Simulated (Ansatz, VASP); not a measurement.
**Mg5NiTe6: VASP beside Ansatz**

```
CELL_PARAMETERS angstrom
4.60890 0.00000 0.00000
0.00000 4.60890 0.00000
0.00000 0.00000 18.29291
ATOMIC_POSITIONS crystal
Mg 0.00000 0.00000 0.67758
Mg 0.50000 0.50000 0.85544
Mg 0.50000 0.50000 0.14456
Mg 0.00000 0.00000 0.32242
Mg 0.50000 0.50000 0.50000
Ni 0.00000 0.00000 0.00000
Te 0.50000 0.00000 0.76646
Te 0.00000 0.50000 0.94465
Te 0.50000 0.00000 0.05535
Te 0.00000 0.50000 0.23354
Te 0.50000 0.00000 0.41121
Te 0.00000 0.50000 0.58879
```

Alike in both runs: functional PBE; k mesh 8 × 8 × 2; occupations gaussian, width 0.1 eV; no spin polarisation.

Ansatz relaxed the structure, and its values are those at the end. VASP's run is a single point on that final structure, the one shown.

|  | VASP | Ansatz |
| --- | --- | --- |
| version | VASP 6.6.1 | Ansatz 0.2.0 |
| potentials or method | VASP PAW PBE potentials, release 64 (Mg, Ni, Te), cutoff 520 eV | scalar-relativistic, plane waves, PAW |
| valence electrons in the cell | 56 | 164 |

|  | VASP | Ansatz | Ansatz less VASP |
| --- | --- | --- | --- |
| gap on the k mesh at the Fermi level (eV) | none | none | - |
| pressure (GPa) | 0.0 | 0.0 | +0.01 |

A gap of «none» marks a metal or a gap that the smearing closes. VASP's potentials hold 56 valence electrons a cell and Ansatz's 164, so a difference there can come from the potentials and not from the codes.

Spin-orbit coupling is off throughout.
